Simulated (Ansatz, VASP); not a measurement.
## One calculation of NaHF2, two programs

INCAR

```
SYSTEM = NaHF2
PREC     = Accurate       ! precision mode
ENCUT    = 520            ! plane-wave cutoff, eV
EDIFF    = 1E-8           ! SCF threshold, eV
ISMEAR   = -1             ! smearing method
SIGMA    = 0.02           ! smearing width, eV
LREAL    = .FALSE.        ! projectors in reciprocal space
LASPH    = .TRUE.         ! aspherical terms in the spheres
NELM     = 60             ! most SCF steps
ALGO     = Normal         ! electronic algorithm
ISIF     = 2              ! what is computed and relaxed
LWAVE    = .FALSE.        ! write WAVECAR
LCHARG   = .FALSE.        ! write CHGCAR
LEFG     = .TRUE.       
NBANDS   = 19             ! bands
```

Contents of KPOINTS:

```
Automatic mesh
0
G
  10 10 10
  0 0 0
```

The input POSCAR:

```
NaHF2
1.0
    1.7457296693      1.0078974945      4.6388706988
   -1.7457296693      1.0078974945      4.6388706988
    0.0000000000     -2.0157949890      4.6388706988
Na H F
1 1 2
Direct
    0.0000000000      0.0000000000      0.0000000000
    0.5000000000      0.5000000000      0.5000000000
    0.4100000000      0.4100000000      0.4100000000
    0.5900000000      0.5900000000      0.5900000000
```

Input for Ansatz:

```yaml
crystal:
  lattice:
    - [1.7457296693, 1.0078974945, 4.6388706988]
    - [-1.7457296693, 1.0078974945, 4.6388706988]
    - [0.0, -2.015794989, 4.6388706988]
  atoms:
    - { symbol: Na, position: [0.0, 0.0, 0.0] }
    - { symbol: H, position: [0.5, 0.5, 0.5] }
    - { symbol: F, position: [0.41, 0.41, 0.41] }
    - { symbol: F, position: [0.59, 0.59, 0.59] }
kpoints:
  mp_grid: { grid: [10, 10, 10] }
scf:
  occupations: { method: fermi_dirac, width: 0.02 }
hamiltonian:
  xc: lda
  pseudopotentials: { kind: all_electron, datasets: crystal }
output:
  forces: true
  stress: true
  eigenvalues: true
  efg: { contact_densities: true }
```

Change from the starting cell: equal xx and yy strain of +1 %, crystal datasets.

Alike in both runs: task electric field gradients; functional LDA; k mesh 10 × 10 × 10; occupations fermi-dirac, width 0.02 eV; no spin polarisation.

|  | VASP | Ansatz |
| --- | --- | --- |
| version | VASP 6.6.1 | Ansatz 0.2.0 |
| potentials or method | VASP PAW LDA potentials, release 64 (Na_pv, H, F), cutoff 520 eV | all-electron PAW with datasets made for the crystal, scalar-relativistic |

```csv
,VASP,Ansatz,Ansatz less VASP
gap on the k mesh at the Fermi level (eV),6.28,6.30,+0.024
pressure (GPa),-7.4,-7.4,+0.06
"traceless stress, the component that is largest in VASP (GPa)",-10.39,-10.76,-0.368
rms of the force components (eV/Å),0.848,0.869,+0.0203
size of Vzz on the site where it differs most (V/Å²),117.9,115.1,-2.80
```

LDA's correlation is that of Perdew and Zunger in VASP and of Perdew and Wang (1992) in Ansatz. Atom by atom the forces differ by 0.020 eV/Å (rms over components). Ansatz ran all-electron here, and VASP with PAW potentials.
